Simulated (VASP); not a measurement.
Here is a VASP 6.6.1 calculation.

File POSCAR:

```
TiO2
1.0
    5.5822227355      0.0000000000      0.0000000000
   -2.7911113678      4.8343466985      0.0000000000
    0.0000000000      0.0000000000      6.0824678800
Ti O
3 6
Direct
    0.4669367500      0.0000000000      0.3333333333
    0.0000000000      0.4669367500      0.6666666667
    0.5330632500      0.5330632500      0.0000000000
    0.5810657200      0.8514331800      0.1206639333
    0.7296325400      0.1485668200      0.5460027333
    0.2703674600      0.4189342800      0.7873306000
    0.8514331800      0.5810657200      0.8793360667
    0.1485668200      0.7296325400      0.4539972667
    0.4189342800      0.2703674600      0.2126694000
```

The input INCAR.step1:

```
SYSTEM = TiO2
ALGO = Normal
EDIFF = 1E-4
ENCUT = 520
GGA = PE
ISMEAR = -1
LASPH = .True.
LCHARG = .False.
LREAL = .False.
LWAVE = .True.
NBANDS = 46
NELM = 80
PREC = Accurate
SIGMA = 0.05
```

File INCAR.step2:

```
SYSTEM = TiO2
ALGO = Normal
EDIFF = 1E-6
ENCUT = 520
ISIF = 2
ISMEAR = -1
ISTART = 1
LASPH = .True.
LCHARG = .True.
LELF = .True.
LMIXTAU = .True.
LREAL = .False.
LVHAR = .True.
LWAVE = .False.
METAGGA = R2SCAN
NBANDS = 46
NELM = 80
PREC = Accurate
SIGMA = 0.05
```

KPOINTS

```
k-points
0
Gamma
  6 6 5
  0 0 0
```

Potentials or basis: VASP PAW PBE potentials, release 64 (Ti_sv, O).

The run is started by

```bash
$ cat potpaw_PBE.64/Ti_sv/POTCAR potpaw_PBE.64/O/POTCAR > POTCAR
$ cp INCAR.step1 INCAR
$ mpirun -np 1 vasp_std > vasp.out
$ cp INCAR.step2 INCAR
$ mpirun -np 1 vasp_std > vasp.out
```

**Question.** Estimate the largest force.

**Answer.** 0.019 eV/Å.

**Question.** Estimate the pressure.

**Answer.** -0.3 GPa.

**Question.** Predict the band gap on the k mesh.

**Answer.** 4.08 eV (least direct gap 4.09 eV).

Forces in eV/Å, atoms in the order of the input:
```
Ti  -0.003  0.000  0.000
Ti   0.001 -0.002  0.000
Ti   0.001  0.002  0.000
O   -0.013 -0.012  0.006
O   -0.013  0.012 -0.006
O   -0.004  0.017  0.006
O   -0.004 -0.017 -0.006
O    0.017 -0.006  0.006
O    0.017  0.006 -0.006
```

Caveat: the PAW data sets were made with another functional, which shifts forces and pressure a little. A k mesh can miss the band edges.
